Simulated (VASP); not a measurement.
# Hg (R-3m) in VASP: a series of runs

Hg is run at these levels: PBE; tasks: single point.

All numbers are computed with VASP 6.6.1; they aren't measurements. Logs are shortened: lines on timing, memory, paths and dates and some standing lists are left out, and cuts for length are marked.

### Step 1. The cell of the first run

It takes space group R-3m (No. 166, trigonal). Conventional cell: a = 3.460 Å, b = 3.460 Å, c = 7.238 Å, α = 90.00°, β = 90.00°, γ = 120.00°. Within 4.1 Å of Hg (site symmetry -3m) lie 12 Hg at 3.13 to 3.46 Å.

### Step 2. Single point, PBE (strain +0.000 along x and y, +0.080 along z)

INCAR

```
SYSTEM = Hg
PREC     = Accurate       ! precision mode
ENCUT    = 520            ! plane-wave cutoff, eV
EDIFF    = 1E-7           ! SCF threshold, eV
ISMEAR   = 0              ! smearing method
SIGMA    = 0.15           ! smearing width, eV
LREAL    = .False.        ! projectors in reciprocal space
LASPH    = .True.         ! aspherical terms in the spheres
NELM     = 100            ! most SCF steps
ALGO     = Fast           ! electronic algorithm
ISIF     = 2              ! what is computed and relaxed
LWAVE    = .False.        ! write WAVECAR
LCHARG   = .False.        ! write CHGCAR
GGA      = PE             ! functional
NBANDS   = 12             ! bands
```

KPOINTS

```
Automatic mesh
0
Gamma
  18 18 18
  0 0 0
```

POSCAR

```
Hg
1.0
    1.7300004553      0.9988162286      2.4127200000
   -1.7300004553      0.9988162286      2.4127200000
    0.0000000000     -1.9976324571      2.4127200000
Hg
1
Direct
    0.0000000000      0.0000000000      0.0000000000
```

Potentials or basis: VASP PAW PBE potentials, release 64 (Hg).

Command:

```console
cat potpaw_PBE.64/Hg/POTCAR > POTCAR
mpirun -np 1 vasp_std > vasp.out
```

OUTCAR:

```text
SYSTEM = Hg
   PREC = Accurate
   ENCUT = 520
   EDIFF = 1E-7
   ISMEAR = 0
   LREAL = .False.
   LASPH = .True.
   NELM = 100
   ISIF = 2
   GGA = PE

 ion  position               nearest neighbor table
   1  0.000  0.000  0.000-

  LATTYP: Found a trigonal (rhomboedric) cell.
 ALAT       =     3.1323718222
 COS(alpha) =     0.3899354163

  Lattice vectors:

 A1 = (   1.7300004553,   0.9988162286,   2.4127200000)
 A2 = (  -1.7300004553,   0.9988162286,   2.4127200000)
 A3 = (   0.0000000000,  -1.9976324571,   2.4127200000)

Analysis of symmetry for initial positions (statically):
=====================================================================
 Subroutine PRICEL returns:
 Original cell was already a primitive cell.

 Routine SETGRP: Setting up the symmetry group for a
 trigonal (rhombohedral) supercell.

 Subroutine GETGRP returns: Found 12 space group operations
 (whereof 12 operations were pure point group operations)
 out of a pool of 12 trial point group operations.

The static configuration has the point symmetry D_3d.

Analysis of symmetry for dynamics (positions and initial velocities):
=====================================================================
 Subroutine PRICEL returns:
 Original cell was already a primitive cell.

 Routine SETGRP: Setting up the symmetry group for a
 trigonal (rhombohedral) supercell.

 Subroutine GETGRP returns: Found 12 space group operations
 (whereof 12 operations were pure point group operations)
 out of a pool of 12 trial point group operations.

The dynamic configuration has the point symmetry D_3d.

 Subroutine INISYM returns: Found 12 space group operations
 (whereof 12 operations are pure point group operations),
 and found     1 'primitive' translations

----------------------------------------------------------------------------------------

                                     Primitive cell

  volume of cell :      25.0144

  direct lattice vectors                    reciprocal lattice vectors
     1.730000455  0.998816229  2.412720000     0.289017265  0.166864196  0.138156659
    -1.730000455  0.998816229  2.412720000    -0.289017265  0.166864196  0.138156659
     0.000000000 -1.997632457  2.412720000     0.000000000 -0.333728391  0.138156659

  length of vectors
     3.132371822  3.132371822  3.132371822     0.361195102  0.361195102  0.361195102

  position of ions in fractional coordinates (direct lattice)
     0.000000000  0.000000000  0.000000000

  ion indices of the primitive-cell ions
   primitive index   ion index
                 1           1

----------------------------------------------------------------------------------------

 KPOINTS: Automatic mesh

Automatic generation of k-mesh.
 Grid dimensions read from file:
 generate k-points for:   18   18   18

 Generating k-lattice:

  Cartesian coordinates                     Fractional coordinates (reciprocal lattice)
     0.016056515  0.009270233  0.007675370     0.055555556 -0.000000000  0.000000000
    -0.016056515  0.009270233  0.007675370    -0.000000000  0.055555556  0.000000000
     0.000000000 -0.018540466  0.007675370     0.000000000  0.000000000  0.055555556

  Length of vectors
     0.020066395  0.020066395  0.020066395

  Shift w.r.t. Gamma in fractional coordinates (k-lattice)
     0.000000000  0.000000000  0.000000000

 Subroutine IBZKPT returns following result:
 ===========================================

 Found    580 irreducible k-points:

 Following reciprocal coordinates:
            Coordinates               Weight
  0.000000  0.000000  0.000000      1.000000
  0.055556 -0.000000  0.000000      6.000000
  0.111111 -0.000000  0.000000      6.000000
  0.166667 -0.000000  0.000000      6.000000
  0.222222 -0.000000  0.000000      6.000000
  0.277778 -0.000000  0.000000      6.000000
[... 16 lines left out ...]
 -0.277778  0.055556  0.000000     12.000000
 -0.222222  0.055556 -0.000000     12.000000
 [... further k-points ...]
   k-points           NKPTS =    580   k-points in BZ     NKDIM =    580   number of bands    NBANDS=     12
   number of dos      NEDOS =    301   number of ions     NIONS =      1
   total plane-waves  NPLWV =  13824
   dimension x,y,z NGX =    24 NGY =   24 NGZ =   24
   dimension x,y,z NGXF=    48 NGYF=   48 NGZF=   48
   ions per type =               1
   NGX,Y,Z   is equivalent  to a cutoff of  12.74, 12.74, 12.74 a.u.
   NGXF,Y,Z  is equivalent  to a cutoff of  25.48, 25.48, 25.48 a.u.
 SYSTEM =  Hg
   PREC   = accura    normal or accurate (medium, high low for compatibility)
   ISTART =      0    job   : 0-new  1-cont  2-samecut
   ICHARG =      2    charge: 1-file 2-atom 10-const
   ISPIN  =      1    spin polarized calculation?
   LNONCOLLINEAR =      F non collinear calculations
   LSORBIT =      F    spin-orbit coupling
   LASPH  =      T    aspherical Exc in radial PAW
   ENCUT  =  520.0 eV  38.22 Ry    6.18 a.u.   5.82  5.82  5.82*2*pi/ulx,y,z
   NELM   =    100;   NELMIN=  2; NELMDL= -5     # of ELM steps
   EDIFF  = 0.1E-06   stopping-criterion for ELM
   LREAL  =      F    real-space projection
   EDIFFG = 0.1E-05   stopping-criterion for IOM
   NSW    =      0    number of steps for IOM
   IBRION =     -1    ionic relax: 0-MD 1-quasi-New 2-CG
   NFREE  =      0    steps in history (QN), initial steepest desc. (CG)
   ISIF   =      2    stress and relaxation
   ISYM   =      2    0-nonsym 1-usesym 2-fastsym
   POTIM  = 0.5000    time-step for ionic-motion
   TEBEG  =    0.0;   TEEND  =   0.0 temperature during run
   PSTRESS=    0.0 pullay stress
   NELECT =      12.0000    total number of electrons
   NUPDOWN=      -1.0000    fix difference up-down
   EMIN   =  10.00;   EMAX   =-10.00  energy-range for DOS
   EFERMI =   0.00;   METHOD = LEGACY
   ISMEAR =     0;   SIGMA  =   0.15  broadening in eV -4-tet -1-fermi 0-gaus
   EFERMI_NEDOS =   21; number of points for ismear=-14 and -15
   IALGO  =     68    algorithm
   IMIX   =      4    mixing-type and parameters
     AMIX     =   0.40;   BMIX     =  1.00
     AMIX_MAG =   1.60;   BMIX_MAG =  1.00
  volume/ion in A,a.u.               =      25.01       168.81
  Fermi-wavevector in a.u.,A,eV,Ry     =   1.281559  2.421795 22.346118  1.642393
  Thomas-Fermi vector in A             =   2.413922
   LORBIT       =      0    0 simple, 1 ext, 2 COOP (PROOUT), +10 PAW based schemes
   GGA     = PE    functional components
   LHFCALC =     F    Hartree Fock is set to
   AEXX    =    0.0000 exact exchange contribution
   IVDW    =     0    specifies the selected vdW correction
   LEPSILON=     F    determine dielectric tensor
   LRPA    =     F    only Hartree local field effects (RPA)
 non-spin polarized calculation
 RMM-DIIS sequential band-by-band and
 Gauss-broadening in eV      SIGMA  =   0.15
  energy-cutoff  :      520.00
  volume of cell :       25.01
 maximum number of plane-waves:       692
   NGX = 11   NGY = 11   NGZ = 11

 number of electron      12.0000003 magnetization

 Free energy of the ion-electron system (eV)
  ---------------------------------------------------
  ext. energy  EPLUGINS =         0.00000000
  ---------------------------------------------------
  free energy    TOTEN  =        -0.12714309 eV

  energy without entropy =       -0.12286429  energy(sigma->0) =       -0.12500369

 E-fermi :   2.2891     XC(G=0): -10.5332

 val. band max:        2.2743218243   @ k =  -0.3889   0.4444   0.1111
 cond. band min:       2.2970603739   @ k =  -0.4444   0.1667   0.1667
 fundamental gap:      0.0227385495
 Fermi energy:         2.2891091570

 k-point     1 :       0.0000    0.0000    0.0000
  band No.  band energies     occupation
      1      -6.3329      2.00000
      2      -4.8909      2.00000
      3      -4.8909      2.00000
      4      -4.1576      2.00000
      5      -3.9053      2.00000
      6      -3.9053      2.00000
      7      14.7902      0.00000
      8      15.0461      0.00000
      9      15.0461      0.00000
     10      19.3551      0.00000
     11      20.4178      0.00000
     12      20.4179      0.00000

 k-point     2 :       0.0556   -0.0000    0.0000
  band No.  band energies     occupation
      1      -6.2647      2.00000
      2      -4.8853      2.00000
      3      -4.8798      2.00000
      4      -4.1514      2.00000
      5      -3.9097      2.00000
      6      -3.9079      2.00000
      7      14.1743      0.00000
      8      14.8698      0.00000
      9      15.0548      0.00000
     10      19.6880      0.00000
     11      20.4285      0.00000
     12      20.6787      0.00000

 k-point     3 :       0.1111   -0.0000    0.0000
  band No.  band energies     occupation
      1      -6.0715      2.00000
      2      -4.8713      2.00000
      3      -4.8389      2.00000
      4      -4.1322      2.00000
      5      -3.9196      2.00000
      6      -3.9123      2.00000
      7      12.5095      0.00000
      8      14.9274      0.00000
      9      15.0694      0.00000
     10      19.8541      0.00000
     11      20.4453      0.00000
     12      20.6765      0.00000

 k-point     4 :       0.1667   -0.0000    0.0000
  band No.  band energies     occupation
      1      -5.8025      2.00000
      2      -4.8568      2.00000
      3      -4.7269      2.00000
      4      -4.1053      2.00000
      5      -3.9261      2.00000
      6      -3.9039      2.00000
      7      10.6339      0.00000
      8      14.9847      0.00000
      9      15.0599      0.00000
     10      19.8723      0.00000
     11      20.0857      0.00000
     12      20.4163      0.00000

 k-point     5 :       0.2222   -0.0000    0.0000
  band No.  band energies     occupation
      1      -5.5753      2.00000
      2      -4.8516      2.00000
      3      -4.4324      2.00000
      4      -4.0906      2.00000
      5      -3.9186      2.00000
      6      -3.8567      2.00000
      7       8.7392      0.00000
      8      14.9818      0.00000
      9      14.9944      0.00000
     10      19.3547      0.00000
     11      19.8920      0.00000
     12      20.2906      0.00000
[... 228 lines left out ...]
      1      -5.4608      2.00000
      2      -4.9045      2.00000
      3      -4.1533      2.00000
      4      -3.8130      2.00000
      5      -3.5680      2.00000
      6      -1.6980      2.00000
      7       3.0957      0.00000
      8      13.2815      0.00000
      9      14.7328      0.00000
     10      17.6123      0.00000
     11      19.3739      0.00000
     12      20.7089      0.00000

 k-point    22 :      -0.3333    0.0556    0.0000
  band No.  band energies     occupation
      1      -5.4359      2.00000
      2      -4.8802      2.00000
      3      -4.1374      2.00000
      4      -3.8563      2.00000
      5      -3.6741      2.00000
      6      -2.7079      2.00000
      7       4.7189      0.00000
      8      13.2145      0.00000
      9      15.0680      0.00000
     10      18.0508      0.00000
     11      19.3191      0.00000
     12      21.0456      0.00000

 k-point    23 :      -0.2778    0.0556    0.0000
  band No.  band energies     occupation
      1      -5.4264      2.00000
      2      -4.8580      2.00000
      3      -4.1226      2.00000
      4      -3.9585      2.00000
      5      -3.8379      2.00000
      6      -3.4457      2.00000
      7       6.4474      0.00000
      8      13.2331      0.00000
      9      15.3768      0.00000
     10      18.6073      0.00000
     11      19.3584      0.00000
     12      21.3916      0.00000

 k-point    24 :      -0.2222    0.0556   -0.0000
  band No.  band energies     occupation
      1      -5.4807      2.00000
      2      -4.8481      2.00000
      3      -4.3947      2.00000
      4      -4.0841      2.00000
      5      -3.9204      2.00000
      6      -3.7251      2.00000
      7       8.2604      0.00000
      8      13.3184      0.00000
      9      15.5582      0.00000
     10      19.0624      0.00000
     11      19.7299      0.00000
     12      21.3102      0.00000

 [... further k-points ...]
[... 5 lines left out ...]
  --------------------------------------------------------------------------------------
  -------------------------------------------------------------------------------------
  Total        0.4346078      0.4346078      0.3160496     -0.0000000      0.0000000      0.0000000
  in kB       27.8367250     27.8367250     20.2430456     -0.0000000      0.0000000      0.0000000
  external PRESSURE =      25.3054985 kB  Pullay stress =       0.0000000 kB

 VOLUME and BASIS-vectors are now :
 -----------------------------------------------------------------------------
  energy-cutoff  :      520.00
  volume of cell :       25.01
      direct lattice vectors                 reciprocal lattice vectors
     1.730000455  0.998816229  2.412720000     0.289017265  0.166864196  0.138156659
    -1.730000455  0.998816229  2.412720000    -0.289017265  0.166864196  0.138156659
     0.000000000 -1.997632457  2.412720000     0.000000000 -0.333728391  0.138156659

 POSITION                                       TOTAL-FORCE (eV/Angst)
 -----------------------------------------------------------------------------------
      0.00000      0.00000      0.00000         0.000000      0.000000     -0.000000
 -----------------------------------------------------------------------------------
    total drift:                                0.000000     -0.000000     -0.000000

  FREE ENERGIE OF THE ION-ELECTRON SYSTEM (eV)
  ---------------------------------------------------
  free  energy   TOTEN  =        -0.1271430872 eV

  energy  without entropy=       -0.1228642901  energy(sigma->0) =       -0.12500369
```

Run time: 66 s. Hardware: 1 thread of Intel Xeon 8259CL, shared host; peak memory 0.28 GiB.

Results:

```
Free energy            : -0.1271 eV
Pressure               : 2.5 GPa
Band gap on the k mesh : zero (bands 6 and 7 overlap by 2.06 eV)
```

Stress tensor (GPa, compression positive):
```
2.78 0.00 0.00
0.00 2.78 0.00
0.00 0.00 2.02
```

Caveat: the cell differs from its parent crystal (strain +0.000 along x and y, +0.080 along z); spin-orbit coupling is left out, which moves the levels of the heavy elements.

### Step 3. Single point, PBE (strain +0.080 along x and y, +0.000 along z)

INCAR

```
SYSTEM = Hg
PREC     = Accurate       ! precision mode
ENCUT    = 520            ! plane-wave cutoff, eV
EDIFF    = 1E-6           ! SCF threshold, eV
ISMEAR   = 0              ! smearing method
SIGMA    = 0.15           ! smearing width, eV
LREAL    = .FALSE.        ! projectors in reciprocal space
LASPH    = .TRUE.         ! aspherical terms in the spheres
NELM     = 60             ! most SCF steps
ALGO     = Fast           ! electronic algorithm
ISIF     = 2              ! what is computed and relaxed
LWAVE    = .FALSE.        ! write WAVECAR
LCHARG   = .FALSE.        ! write CHGCAR
GGA      = PE             ! functional
NBANDS   = 12             ! bands
```

KPOINTS

```
regular mesh
0
G
  18 18 18
  0 0 0
```

POSCAR

```
Hg
1.0
    1.8684004917      1.0787215269      2.2340000000
   -1.8684004917      1.0787215269      2.2340000000
    0.0000000000     -2.1574430537      2.2340000000
Hg
1
Direct
    0.0000000000      0.0000000000      0.0000000000
```

Potentials or basis: VASP PAW PBE potentials, release 64 (Hg).

Command:

```console
cat potpaw_PBE.64/Hg/POTCAR > POTCAR
mpirun -np 1 vasp_std > vasp.out
```

Wall time 69 s (1 thread of Intel Xeon 8259CL, shared host); peak memory 0.29 GiB.

The run converged. Its results:

```yaml
Free_energy: -0.1570 eV
Pressure: 1.1 GPa
Band_gap_on_the_k_mesh: zero (bands 6 and 7 overlap by 2.79 eV)
```

Stress tensor (GPa, compression positive):
```
1.20 0.00 0.00
0.00 1.20 0.00
0.00 0.00 1.04
```

Levels at points of the mesh, in eV from the Fermi level:
```
           k point  band 4  band 5  band 6  band 7  band 8  band 9
(0.00, 0.00, 0.00)   -6.08   -6.05   -6.05   11.07   11.07   11.25
(0.50, 0.00, 0.00)   -6.11   -5.95   -2.57   -1.46   11.77   11.77
(0.50, 0.50, 0.00)   -6.01   -5.43    0.23    0.33    3.95    8.73
(0.50, 0.50, 0.50)   -5.48   -5.48    0.76    1.52    7.72    7.72
```

Caveat: the cell differs from its parent crystal (strain +0.080 along x and y, +0.000 along z); spin-orbit coupling is left out, which moves the levels of the heavy elements.

(Continued in part 2 of 2.)

The gap in the log of VASP goes by the Fermi energy; the results here count the filled bands.